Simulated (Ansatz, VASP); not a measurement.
# Sc in VASP and in Ansatz

Contents of INCAR:

```
PREC     = Accurate       # precision mode
ENCUT    = 520            # plane-wave cutoff, eV
EDIFF    = 1E-6           # SCF threshold, eV
ISMEAR   = -1             # smearing method
SIGMA    = 0.08           # smearing width, eV
LREAL    = False          # projectors in reciprocal space
LASPH    = True           # aspherical terms in the spheres
NELM     = 60             # most SCF steps
ALGO     = Normal         # electronic algorithm
ISIF     = 2              # what is computed and relaxed
LWAVE    = False          # write WAVECAR
LCHARG   = True           # write CHGCAR
GGA      = PE             # functional
LELF     = True           # ELF
LVHAR    = True         
NBANDS   = 18             # bands
```

File KPOINTS:

```
Automatic mesh
0
Gamma
  13 13 7
```

Contents of POSCAR:

```
Sc
1.0
    2.8756006708      0.0000000000      0.0000000000
   -1.4378003354      2.4903432320      0.0000000000
    0.0000000000      0.0000000000      4.4845066035
Sc
2
Direct
    0.3333333333      0.6666666667      0.2500000000
    0.6666666667      0.3333333333      0.7500000000
```

Input for Ansatz:

```yaml
crystal:
  lattice:
    - [2.8756006708, 0.0, 0.0]
    - [-1.4378003354, 2.490343232, 0.0]
    - [0.0, 0.0, 4.4845066035]
  atoms:
    - { symbol: Sc, position: [0.3333333333, 0.6666666667, 0.25] }
    - { symbol: Sc, position: [0.6666666667, 0.3333333333, 0.75] }
kpoints:
  mp_grid: { grid: [13, 13, 7] }
scf:
  occupations: { method: fermi_dirac, width: 0.08 }
hamiltonian:
  xc: pbe
  pseudopotentials: { kind: all_electron, lapw: { basis_error: 0.001 } }
output:
  forces: true
  stress: true
  eigenvalues: true
  populations: true
```

Change from the starting cell: volume scaled by 0.65, LAPW.

Alike in both runs: task single point; functional PBE; k mesh 13 × 13 × 7; occupations fermi-dirac, width 0.08 eV; no spin polarisation.

|  | VASP | Ansatz |
| --- | --- | --- |
| version | VASP 6.6.1 | Ansatz 0.2.0 |
| potentials or method | VASP PAW PBE potentials, release 64 (Sc_sv), cutoff 520 eV | all-electron LAPW, scalar-relativistic |

Ansatz gave:

| Quantity | Value |
| --- | --- |
| pressure (GPa) | 44.4 |
| traceless stress, the component that is largest in VASP (GPa) | 0.00 |

Which values does VASP return?

Pressure (GPa): 44.7; traceless stress, the component that is largest in VASP (GPa): 0.08.

Both programs put the cell under a high pressure, so it lies far from rest at this level. Ansatz ran all-electron here, and VASP with PAW potentials.
